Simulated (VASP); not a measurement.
Write the native input for VASP 6.6.1 that does the following.

```
Task                   : single point
Functional             : r2SCAN
Potentials or basis    : VASP PAW PBE potentials, release 64 (Ti_sv, C)
Cutoff                 : 520 eV
k mesh                 : 18 × 18 × 18
Occupations            : gaussian, width 0.15 eV
Spin                   : no spin polarisation
Dipole correction      : no
Further INCAR settings : ALGO = Normal; EDIFF = 1e-06; NBANDS = 15
```

Crystal: TiC.

```xyz
2
Lattice="0.0000 2.1965 2.2289 2.1965 0.0000 2.2289 2.1965 2.1965 0.0000" Properties=species:S:1:pos:R:3 pbc="T T T"
Ti    0.0000    0.0000    0.0000
C     2.1965    2.1965    2.2289
```

This cell differs from its parent crystal: strain +0.015 along x and y, +0.030 along z.

The input as run:

POSCAR

```
TiC
1.0
    0.0000000000      2.1964600000      2.2289200000
    2.1964600000      0.0000000000      2.2289200000
    2.1964600000      2.1964600000      0.0000000000
Ti C
1 1
Direct
    0.0000000000      0.0000000000      0.0000000000
    0.5000000000      0.5000000000      0.5000000000
```

INCAR.step1

```
SYSTEM = TiC
ALGO = Normal
EDIFF = 1E-4
ENCUT = 520
GGA = PE
ISMEAR = 0
LASPH = .TRUE.
LCHARG = .FALSE.
LREAL = .FALSE.
LWAVE = .TRUE.
NBANDS = 15
NELM = 80
PREC = Accurate
SIGMA = 0.15
```

INCAR.step2

```
SYSTEM = TiC
ALGO = Normal
EDIFF = 1E-6
ENCUT = 520
ISIF = 2
ISMEAR = 0
ISTART = 1
LASPH = .TRUE.
LCHARG = .FALSE.
LMIXTAU = .TRUE.
LREAL = .FALSE.
LWAVE = .FALSE.
METAGGA = R2SCAN
NBANDS = 15
NELM = 80
PREC = Accurate
SIGMA = 0.15
```

KPOINTS

```
k-points
0
G
  18 18 18
  0 0 0
```

Potentials or basis: VASP PAW PBE potentials, release 64 (Ti_sv, C).

Command:

```bash
$ cat potpaw_PBE.64/Ti_sv/POTCAR potpaw_PBE.64/C/POTCAR > POTCAR
$ cp INCAR.step1 INCAR
$ mpirun -np 1 vasp_std > vasp.out
$ cp INCAR.step2 INCAR
$ mpirun -np 1 vasp_std > vasp.out
```

Results of the run:

- Pressure: -12.9 GPa
- Band gap on the k mesh: zero (bands 8 and 9 overlap by 1.37 eV)

Caveat: the cell differs from its parent crystal (strain +0.015 along x and y, +0.030 along z); the cell stands under tension; the PAW data sets were made with another functional, which shifts forces and pressure a little.

Run time: 6.6 min on 1 thread of Intel Xeon 8259CL (shared host), peak memory 0.27 GiB.
